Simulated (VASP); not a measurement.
# HfMg3 (I4/mmm) in VASP: further runs, part 3 of 3

VASP 6.6.1.

### Step 5. Single point, revPBE+D3(BJ)

INCAR reads:

```
PREC = Accurate
ENCUT = 520
EDIFF = 1E-6
ISMEAR = 0
SIGMA = 0.1
LREAL = False
LASPH = True
NELM = 100
ALGO = Normal
ISIF = 2
LWAVE = False
LCHARG = True
GGA = RE
IVDW = 12
LELF = True
LVHAR = True
NBANDS = 16
```

KPOINTS reads:

```
Automatic mesh
0
Gamma
  4 4 4
```

POSCAR reads:

```
HfMg3
1.0
   -2.2263530000      2.2263530000      4.4846200000
    2.2263530000     -2.2263530000      4.4846200000
    2.2263530000      2.2263530000     -4.4846200000
Mg Hf
3 1
Direct
    0.5000000000      0.5000000000      0.0000000000
    0.2500000000      0.7500000000      0.5000000000
    0.7500000000      0.2500000000      0.5000000000
    0.0000000000      0.0000000000      0.0000000000
```

Potentials or basis: VASP PAW PBE potentials, release 64 (Mg, Hf_pv).

Run with:

```console
$ cat potpaw_PBE.64/Mg/POTCAR potpaw_PBE.64/Hf_pv/POTCAR > POTCAR
$ mpirun -np 1 vasp_std > vasp.out
```

OUTCAR:

```text
PREC = Accurate
   ENCUT = 520
   EDIFF = 1E-6
   ISMEAR = 0
   LREAL = False
   LASPH = True
   NELM = 100
   ISIF = 2
   GGA = RE
   IVDW = 12
 IVDW          = 12

 ion  position               nearest neighbor table
   1  0.500  0.500  0.000-   4 3.15   4 3.15   4 3.15   4 3.15   3 3.16   2 3.16   3 3.16   2 3.16
                             2 3.16   2 3.16   3 3.16   3 3.16
   2  0.250  0.750  0.500-   3 3.15   3 3.15   3 3.15   3 3.15   4 3.16   1 3.16   4 3.16   1 3.16
                             4 3.16   4 3.16   1 3.16   1 3.16
   3  0.750  0.250  0.500-   2 3.15   2 3.15   2 3.15   2 3.15   4 3.16   1 3.16   4 3.16   1 3.16
                             1 3.16   1 3.16   4 3.16   4 3.16
   4  0.000  0.000  0.000-   1 3.15   1 3.15   1 3.15   1 3.15   3 3.16   2 3.16   3 3.16   2 3.16
                             3 3.16   3 3.16   2 3.16   2 3.16

  LATTYP: Found a body centered tetragonal cell.
 ALAT       =     4.4527060000
 C/A-ratio  =     2.0143346540

  Lattice vectors:

 A1 = (  -2.2263530000,   2.2263530000,   4.4846200000)
 A2 = (   2.2263530000,  -2.2263530000,   4.4846200000)
 A3 = (   2.2263530000,   2.2263530000,  -4.4846200000)

Analysis of symmetry for initial positions (statically):
=====================================================================
 Subroutine PRICEL returns:
 Original cell was already a primitive cell.

 Routine SETGRP: Setting up the symmetry group for a
 body centered tetragonal supercell.

 Subroutine GETGRP returns: Found 16 space group operations
 (whereof 16 operations were pure point group operations)
 out of a pool of 16 trial point group operations.

The static configuration has the point symmetry D_4h.

Analysis of symmetry for dynamics (positions and initial velocities):
=====================================================================
 Subroutine PRICEL returns:
 Original cell was already a primitive cell.

 Routine SETGRP: Setting up the symmetry group for a
 body centered tetragonal supercell.

 Subroutine GETGRP returns: Found 16 space group operations
 (whereof 16 operations were pure point group operations)
 out of a pool of 16 trial point group operations.

The dynamic configuration has the point symmetry D_4h.

 Subroutine INISYM returns: Found 16 space group operations
 (whereof 16 operations are pure point group operations),
 and found     1 'primitive' translations

----------------------------------------------------------------------------------------

                                     Primitive cell

  volume of cell :      88.9147

  direct lattice vectors                    reciprocal lattice vectors
    -2.226353000  2.226353000  4.484620000     0.000000000  0.224582535  0.111492167
     2.226353000 -2.226353000  4.484620000     0.224582535  0.000000000  0.111492167
     2.226353000  2.226353000 -4.484620000     0.224582535  0.224582535  0.000000000

  length of vectors
     5.479517488  5.479517488  5.479517488     0.250734557  0.250734557  0.317607667

  position of ions in fractional coordinates (direct lattice)
     0.500000000  0.500000000  0.000000000
     0.250000000  0.750000000  0.500000000
     0.750000000  0.250000000  0.500000000
     0.000000000  0.000000000  0.000000000

  ion indices of the primitive-cell ions
   primitive index   ion index
                 1           1
                 2           2
                 3           3
                 4           4

[... 37 lines left out ...]
  0.500000  0.500000  0.250000      4.000000
 -0.250000  0.500000  0.250000      8.000000
 -0.250000 -0.250000  0.250000      2.000000
  0.500000  0.500000  0.500000      1.000000
   k-points           NKPTS =     13   k-points in BZ     NKDIM =     13   number of bands    NBANDS=     16
   number of dos      NEDOS =    301   number of ions     NIONS =      4
   total plane-waves  NPLWV =  74088
   dimension x,y,z NGX =    42 NGY =   42 NGZ =   42
   dimension x,y,z NGXF=    84 NGYF=   84 NGZF=   84
   ions per type =               3   1
   NGX,Y,Z   is equivalent  to a cutoff of  12.74, 12.74, 12.74 a.u.
   NGXF,Y,Z  is equivalent  to a cutoff of  25.49, 25.49, 25.49 a.u.
 SYSTEM =  unknown system
   PREC   = accura    normal or accurate (medium, high low for compatibility)
   ISTART =      0    job   : 0-new  1-cont  2-samecut
   ICHARG =      2    charge: 1-file 2-atom 10-const
   ISPIN  =      1    spin polarized calculation?
   LNONCOLLINEAR =      F non collinear calculations
   LSORBIT =      F    spin-orbit coupling
   LASPH  =      T    aspherical Exc in radial PAW
   ENCUT  =  520.0 eV  38.22 Ry    6.18 a.u.  10.19 10.19 10.19*2*pi/ulx,y,z
   NELM   =    100;   NELMIN=  2; NELMDL= -5     # of ELM steps
   EDIFF  = 0.1E-05   stopping-criterion for ELM
   LREAL  =      F    real-space projection
   EDIFFG = 0.1E-04   stopping-criterion for IOM
   NSW    =      0    number of steps for IOM
   IBRION =     -1    ionic relax: 0-MD 1-quasi-New 2-CG
   NFREE  =      0    steps in history (QN), initial steepest desc. (CG)
   ISIF   =      2    stress and relaxation
   ISYM   =      2    0-nonsym 1-usesym 2-fastsym
   POTIM  = 0.5000    time-step for ionic-motion
   TEBEG  =    0.0;   TEEND  =   0.0 temperature during run
   PSTRESS=    0.0 pullay stress
   NELECT =      16.0000    total number of electrons
   NUPDOWN=      -1.0000    fix difference up-down
   EMIN   =  10.00;   EMAX   =-10.00  energy-range for DOS
   EFERMI =   0.00;   METHOD = LEGACY
   ISMEAR =     0;   SIGMA  =   0.10  broadening in eV -4-tet -1-fermi 0-gaus
   EFERMI_NEDOS =   21; number of points for ismear=-14 and -15
   IALGO  =     38    algorithm
   IMIX   =      4    mixing-type and parameters
     AMIX     =   0.40;   BMIX     =  1.00
     AMIX_MAG =   1.60;   BMIX_MAG =  1.00
  volume/ion in A,a.u.               =      22.23       150.01
  Fermi-wavevector in a.u.,A,eV,Ry     =   0.924252  1.746582 11.622657  0.854241
  Thomas-Fermi vector in A             =   2.049977
   LORBIT       =      0    0 simple, 1 ext, 2 COOP (PROOUT), +10 PAW based schemes
   GGA     = RE    functional components
   LHFCALC =     F    Hartree Fock is set to
   AEXX    =    0.0000 exact exchange contribution
   IVDW    =    12    specifies the selected vdW correction
   LEPSILON=     F    determine dielectric tensor
   LRPA    =     F    only Hartree local field effects (RPA)
 non-spin polarized calculation
 Gauss-broadening in eV      SIGMA  =   0.10
  energy-cutoff  :      520.00
  volume of cell :       88.91
 maximum number of plane-waves:      2437
 NGX is ok and might be reduce to    42
   NGX = 21   NGY = 21   NGZ = 21

 number of electron      15.9999999 magnetization

 Free energy of the ion-electron system (eV)
  ---------------------------------------------------
  ext. energy  EPLUGINS =         0.00000000
  ---------------------------------------------------
  free energy    TOTEN  =       -12.67744649 eV

  energy without entropy =      -12.65273728  energy(sigma->0) =      -12.66509189

 E-fermi :   3.1632     XC(G=0):  -9.2382

 val. band max:        3.1508992380   @ k =  -0.2500   0.5000   0.2500
 cond. band min:       3.2168865869   @ k =   0.5000   0.5000   0.0000
 fundamental gap:      0.0659873489
 Fermi energy:         3.1632011230

 k-point     1 :       0.0000    0.0000    0.0000
  band No.  band energies     occupation
      1     -28.0585      2.00000
      2     -28.0008      2.00000
      3     -28.0008      2.00000
      4      -3.7445      2.00000
      5       2.2568      2.00000
      6       2.3826      2.00000
[... 224 lines left out ...]
      3     -28.0010      2.00000
      4      -1.9094      2.00000
      5      -1.5635      2.00000
      6       1.9210      2.00000
[... 8 lines left out ...]
     15      10.1089      0.00000
     16      10.5632      0.00000

------------------------ aborting loop because EDIFF is reached ----------------------------------------

 Edisp (eV)   -2.44873

 E8    (eV) :    -1.7628

  FORCE on cell =-STRESS in cart. coord.  units (eV):
  Direction    XX          YY          ZZ          XY          YZ          ZX
  --------------------------------------------------------------------------------------
  -------------------------------------------------------------------------------------
  Total      -1.43246    -1.43246    -3.03575     0.00000    -0.00000     0.00000
  in kB     -25.81190   -25.81190   -54.70200     0.00000    -0.00000     0.00000
  external pressure =      -35.44 kB  Pullay stress =        0.00 kB

 VOLUME and BASIS-vectors are now :
 -----------------------------------------------------------------------------
  energy-cutoff  :      520.00
  volume of cell :       88.91
      direct lattice vectors                 reciprocal lattice vectors
    -2.226353000  2.226353000  4.484620000     0.000000000  0.224582535  0.111492167
     2.226353000 -2.226353000  4.484620000     0.224582535  0.000000000  0.111492167
     2.226353000  2.226353000 -4.484620000     0.224582535  0.224582535  0.000000000

 POSITION                                       TOTAL-FORCE (eV/Angst)
 -----------------------------------------------------------------------------------
      0.00000      0.00000      4.48462        -0.000000      0.000000      0.000000
      2.22635     -0.00000      2.24231        -0.000000      0.000000      0.000000
     -0.00000      2.22635      2.24231         0.000000     -0.000000     -0.000000
      0.00000      0.00000      0.00000        -0.000000      0.000000      0.000000
 -----------------------------------------------------------------------------------
    total drift:                               -0.000000     -0.000000     -0.000000

  FREE ENERGIE OF THE ION-ELECTRON SYSTEM (eV)
  ---------------------------------------------------
  free  energy   TOTEN  =       -15.1261749004 eV

  energy  without entropy=      -15.1014656909  energy(sigma->0) =      -15.11382030
```

stdout:

```text
POSCAR found type information on POSCAR MgHf
 POSCAR found :  2 types and       4 ions
 scaLAPACK will be used
 -----------------------------------------------------------------------------
|                                                                             |
|                                                                             |
|     You enforced a specific xc type in the INCAR file but a different       |
|     I HOPE YOU KNOW WHAT YOU ARE DOING!                                     |
|                                                                             |
 -----------------------------------------------------------------------------

 LDA part: xc-table for (Slater+PW92), standard interpolation
 POSCAR, INCAR and KPOINTS ok, starting setup
 FFT: planning ... GRIDC
 FFT: planning ... GRID_SOFT
 FFT: planning ... GRID
 WAVECAR not read
 entering main loop
```

Run time: 28 s. Hardware: 1 thread of Intel Xeon Platinum 8488C (Sapphire Rapids), shared host; peak memory 0.25 GiB.

Results:

* Free energy: -15.1262 eV
* Pressure: -3.5 GPa
* Band gap on the k mesh: zero (band 8 reaches 3.66 eV, above the bottom of band 9 at 2.23 eV)
* Dispersion energy per atom: -0.612 eV

Caveat: the k points lie up to 0.50 Å⁻¹ apart; three body term missing; the PAW data sets were made with another functional, which shifts forces and pressure a little; spin-orbit coupling is left out, which moves the levels of the heavy elements; pairwise dispersion overbinds metals, which lowers pressure and volume.

### Step 6. Summary

```csv
level,potentials or basis,U,k mesh,smearing,gap on the mesh (eV),pressure (GPa)
PBE+U,"VASP PAW PBE potentials, release 64 (Mg, Hf_pv)",Hf d U = 1.5 eV,1 × 1 × 1,methfessel-paxton 0.093 eV,0.05,-4.1
PBE,"VASP PAW PBE potentials, release 64 (Mg, Hf_pv)",-,4 × 4 × 4,gaussian 0.1 eV,none,-0.3
LDA,"VASP PAW LDA potentials, release 64 (Mg, Hf_pv)",-,4 × 4 × 4,gaussian 0.1 eV,none,-4.0
revPBE+D3(BJ),"VASP PAW PBE potentials, release 64 (Mg, Hf_pv)",-,4 × 4 × 4,gaussian 0.1 eV,none,-3.5
```

Alike in all rows: task single point; no spin polarisation; cell as given; cutoff (eV) 520.

Caveats: all runs use coarse meshes; spin-orbit coupling is left out, which moves the levels of the heavy elements; the U is typed as a test and isn't derived for this compound (some runs); three body term missing (some runs); the PAW data sets were made with another functional, which shifts forces and pressure a little (some runs); pairwise dispersion overbinds metals, which lowers pressure and volume (some runs).

Absolute energies hang on the potentials; compare differences alone.
